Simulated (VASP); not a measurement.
# Ti (Fm-3m) in VASP: further runs, part 2 of 2

VASP 6.6.1. The steps go on from the part before.

## Step 3: Single point, LDA (16.56 Å³/atom)

This run uses another cell than the first one, of 16.56 Å³/atom.

File INCAR:

```
PREC = Accurate
ENCUT = 500
EDIFF = 1E-6
ISMEAR = -1
SIGMA = 0.05
LREAL = False
LASPH = True
NELM = 120
ALGO = Normal
ISIF = 2
LWAVE = False
LCHARG = True
LELF = True
LVHAR = True
NBANDS = 12
GGA_COMPAT = False
```

File KPOINTS:

```
Automatic mesh
0
Gamma
  15 15 15
```

File POSCAR:

```
Ti
1.0
    0.0000000000      2.0232106516      2.0232106516
    2.0232106516      0.0000000000      2.0232106516
    2.0232106516      2.0232106516      0.0000000000
Ti
1
Direct
    0.0000000000      0.0000000000      0.0000000000
```

Potentials or basis: VASP PAW LDA potentials, release 64 (Ti_sv).

On the command line:

```
> cat potpaw_LDA.64/Ti_sv/POTCAR > POTCAR
> mpirun -np 1 vasp_std > vasp.out
```

OUTCAR:

```text
PREC = Accurate
   ENCUT = 500
   EDIFF = 1E-6
   ISMEAR = -1
   LREAL = False
   LASPH = True
   NELM = 120
   ISIF = 2

 ion  position               nearest neighbor table
   1  0.000  0.000  0.000-

  LATTYP: Found a face centered cubic cell.
 ALAT       =     4.0464213032

  Lattice vectors:

 A1 = (   0.0000000000,   2.0232106516,   2.0232106516)
 A2 = (   2.0232106516,   0.0000000000,   2.0232106516)
 A3 = (   2.0232106516,   2.0232106516,   0.0000000000)

Analysis of symmetry for initial positions (statically):
=====================================================================
 Subroutine PRICEL returns:
 Original cell was already a primitive cell.

 Routine SETGRP: Setting up the symmetry group for a
 face centered cubic supercell.

 Subroutine GETGRP returns: Found 48 space group operations
 (whereof 48 operations were pure point group operations)
 out of a pool of 48 trial point group operations.

The static configuration has the point symmetry O_h .

Analysis of symmetry for dynamics (positions and initial velocities):
=====================================================================
 Subroutine PRICEL returns:
 Original cell was already a primitive cell.

 Routine SETGRP: Setting up the symmetry group for a
 face centered cubic supercell.

 Subroutine GETGRP returns: Found 48 space group operations
 (whereof 48 operations were pure point group operations)
 out of a pool of 48 trial point group operations.

The dynamic configuration has the point symmetry O_h .

 Subroutine INISYM returns: Found 48 space group operations
 (whereof 48 operations are pure point group operations),
 and found     1 'primitive' translations

----------------------------------------------------------------------------------------

                                     Primitive cell

  volume of cell :      16.5635

  direct lattice vectors                    reciprocal lattice vectors
     0.000000000  2.023210652  2.023210652    -0.247131953  0.247131953  0.247131953
[... 111 lines left out ...]
   AEXX    =    0.0000 exact exchange contribution
   IVDW    =     0    specifies the selected vdW correction
   LEPSILON=     F    determine dielectric tensor
   LRPA    =     F    only Hartree local field effects (RPA)
 non-spin polarized calculation
  energy-cutoff  :      500.00
  volume of cell :       16.56
 maximum number of plane-waves:       440
 NGX is ok and might be reduce to    24
   NGX = 11   NGY = 11   NGZ = 11

 number of electron      12.0000001 magnetization

 Free energy of the ion-electron system (eV)
  ---------------------------------------------------
  ext. energy  EPLUGINS =         0.00000000
  ---------------------------------------------------
  free energy    TOTEN  =        -8.49858768 eV

  energy without entropy =       -8.48434389  energy(sigma->0) =       -8.49146578

 E-fermi :   8.5021     XC(G=0): -12.0136

 val. band max:        8.4953007297   @ k =   0.2667   0.1333   0.0667
 cond. band min:       8.5050453916   @ k =  -0.4667   0.1333   0.0667
 fundamental gap:      0.0097446619
 Fermi energy:         8.5021416665

 k-point     1 :       0.0000    0.0000    0.0000
  band No.  band energies     occupation
      1     -47.4505      2.00000
      2     -23.6183      2.00000
      3     -23.6183      2.00000
      4     -23.6183      2.00000
      5       2.3724      2.00000
      6       9.3662      0.00000
      7       9.3662      0.00000
      8       9.3662      0.00000
      9      11.0804      0.00000
     10      11.0804      0.00000
     11      24.1057      0.00000
     12      28.7311      0.00000
[... 331 lines left out ...]
 k-point    24 :       0.2000    0.1333    0.0000
  band No.  band energies     occupation
      1     -47.3956      2.00000
      2     -23.8485      2.00000
      3     -23.6892      2.00000
      4     -23.6828      2.00000
      5       3.6405      2.00000
      6       8.5350      0.68314
      7       9.8313      0.00000
      8       9.9072      0.00000
      9      10.3984      0.00000
     10      11.3492      0.00000
     11      24.7212      0.00000
     12      25.4300      0.00000

 [... further k-points ...]

------------------------ aborting loop because EDIFF is reached ----------------------------------------

  FORCE on cell =-STRESS in cart. coord.  units (eV):
  Direction    XX          YY          ZZ          XY          YZ          ZX
  --------------------------------------------------------------------------------------
  -------------------------------------------------------------------------------------
  Total       -0.4080851     -0.4080851     -0.4080851      0.0000000     -0.0000000      0.0000000
  in kB      -39.4737209    -39.4737209    -39.4737209      0.0000000     -0.0000000      0.0000000
  external PRESSURE =     -39.4737209 kB  Pullay stress =       0.0000000 kB

 VOLUME and BASIS-vectors are now :
 -----------------------------------------------------------------------------
  energy-cutoff  :      500.00
  volume of cell :       16.56
      direct lattice vectors                 reciprocal lattice vectors
     0.000000000  2.023210652  2.023210652    -0.247131953  0.247131953  0.247131953
     2.023210652  0.000000000  2.023210652     0.247131953 -0.247131953  0.247131953
     2.023210652  2.023210652  0.000000000     0.247131953  0.247131953 -0.247131953

 POSITION                                       TOTAL-FORCE (eV/Angst)
 -----------------------------------------------------------------------------------
      0.00000      0.00000      0.00000         0.000000      0.000000      0.000000
 -----------------------------------------------------------------------------------
    total drift:                               -0.000000      0.000000      0.000000

  FREE ENERGIE OF THE ION-ELECTRON SYSTEM (eV)
  ---------------------------------------------------
  free  energy   TOTEN  =        -8.4985876753 eV

  energy  without entropy=       -8.4843438876  energy(sigma->0) =       -8.49146578
```

stdout:

```text
POSCAR found type information on POSCAR Ti
 POSCAR found :  1 types and       1 ions
 scaLAPACK will be used
 LDA part: xc-table for (Slater(with rela. corr.)+CA(PZ))
 , standard interpolation
 POSCAR, INCAR and KPOINTS ok, starting setup
 FFT: planning ... GRIDC
 FFT: planning ... GRID_SOFT
 FFT: planning ... GRID
 WAVECAR not read
 entering main loop
```

It took 24 s on 1 thread of Intel Xeon 8259CL, shared host; peak memory 0.14 GiB.

Results:

```
Free energy            : -8.4986 eV
Pressure               : -3.9 GPa
Band gap on the k mesh : zero (bands 6 and 7 overlap by 1.18 eV)
```

Caveat: the cell stands under tension.

## Step 4: Single point, LDA

This run uses another cell than the first one, of 16.73 Å³/atom.

File INCAR:

```
ALGO     = Normal         # electronic algorithm
EDIFF    = 1E-6           # SCF threshold, eV
ENCUT    = 500            # plane-wave cutoff, eV
GGA_COMPAT= False        
ISIF     = 2              # what is computed and relaxed
ISMEAR   = -1             # smearing method
LASPH    = True           # aspherical terms in the spheres
LCHARG   = False          # write CHGCAR
LREAL    = False          # projectors in reciprocal space
LWAVE    = False          # write WAVECAR
NBANDS   = 12             # bands
NELM     = 120            # most SCF steps
PREC     = Accurate       # precision mode
SIGMA    = 0.05           # smearing width, eV
```

File KPOINTS:

```
k-points
0
Gamma
  15 15 15
```

File POSCAR:

```
Ti
1.0
    0.0000000000      2.0300000000      2.0300000000
    2.0300000000      0.0000000000      2.0300000000
    2.0300000000      2.0300000000      0.0000000000
Ti
1
Direct
    0.0000000000      0.0000000000      0.0000000000
```

On the command line:

```
> cat potpaw_LDA.64/Ti_sv/POTCAR > POTCAR
> mpirun -np 1 vasp_std > vasp.out
```

It took 18 s on 1 thread of Intel Xeon 8259CL, shared host; peak memory 0.14 GiB.

It converged, with:

```yaml
Free_energy: -8.4940 eV
Pressure: -5.0 GPa
Band_gap_on_the_k_mesh: zero (bands 6 and 7 overlap by 1.17 eV)
```

Levels at points of the mesh, in eV from the Fermi level:
| k point | band 3 | band 4 | band 5 | band 6 | band 7 | band 8 | band 9 | band 10 |
| --- | --- | --- | --- | --- | --- | --- | --- | --- |
| (0.00, 0.00, 0.00) | -32.15 | -32.15 | -6.11 | 0.86 | 0.86 | 0.86 | 2.55 | 2.55 |

Caveat: the cell stands under tension.

## Step 5: Single point, LDA (16.90 Å³/atom)

This run uses another cell than the first one, of 16.90 Å³/atom.

File INCAR:

```
PREC = Accurate
ENCUT = 500
EDIFF = 1E-6
ISMEAR = -1
SIGMA = 0.05
LREAL = False
LASPH = True
NELM = 120
ALGO = Normal
ISIF = 2
LWAVE = False
LCHARG = False
NBANDS = 12
GGA_COMPAT = False
```

File KPOINTS:

```
Automatic mesh
0
Gamma
  15 15 15
```

File POSCAR:

```
Ti
1.0
    0.0000000000      2.0367442356      2.0367442356
    2.0367442356      0.0000000000      2.0367442356
    2.0367442356      2.0367442356      0.0000000000
Ti
1
Direct
    0.0000000000      0.0000000000      0.0000000000
```

On the command line:

```
> cat potpaw_LDA.64/Ti_sv/POTCAR > POTCAR
> mpirun -np 1 vasp_std > vasp.out
```

It took 21 s on 1 thread of Intel Xeon 8259CL, shared host; peak memory 0.14 GiB.

It converged, with:

* Free energy: -8.4884 eV
* Pressure: -6.0 GPa
* Band gap on the k mesh: zero (bands 6 and 7 overlap by 1.15 eV)

Levels at points of the mesh, in eV from the Fermi level:
| k point | band 2 | band 3 | band 4 | band 5 | band 6 | band 7 | band 8 | band 9 | band 10 | band 11 |
| --- | --- | --- | --- | --- | --- | --- | --- | --- | --- | --- |
| (0.00, 0.00, 0.00) | -32.18 | -32.18 | -32.18 | -6.08 | 0.85 | 0.85 | 0.85 | 2.52 | 2.52 | 15.50 |

Caveat: the cell stands under tension.

## Step 6: Overview

```tsv
cell	gap on the mesh (eV)	pressure (GPa)
a = 2.852 Å, angles 60.0°, 1 atom	none	-2.8
a = 2.861 Å, angles 60.0°, 1 atom	none	-3.9
a = 2.871 Å, angles 60.0°, 1 atom	none	-5.0
a = 2.880 Å, angles 60.0°, 1 atom	none	-6.0
```

Alike in all rows: task single point; level LDA; potentials or basis VASP PAW LDA potentials, release 64 (Ti_sv); no spin polarisation; k mesh 15 × 15 × 15; cutoff (eV) 500; smearing fermi-dirac 0.05 eV.

Caveats: the cell stands under tension (at least some runs).

Total energies depend on the potentials used, so only differences within one code and one set of settings carry meaning.
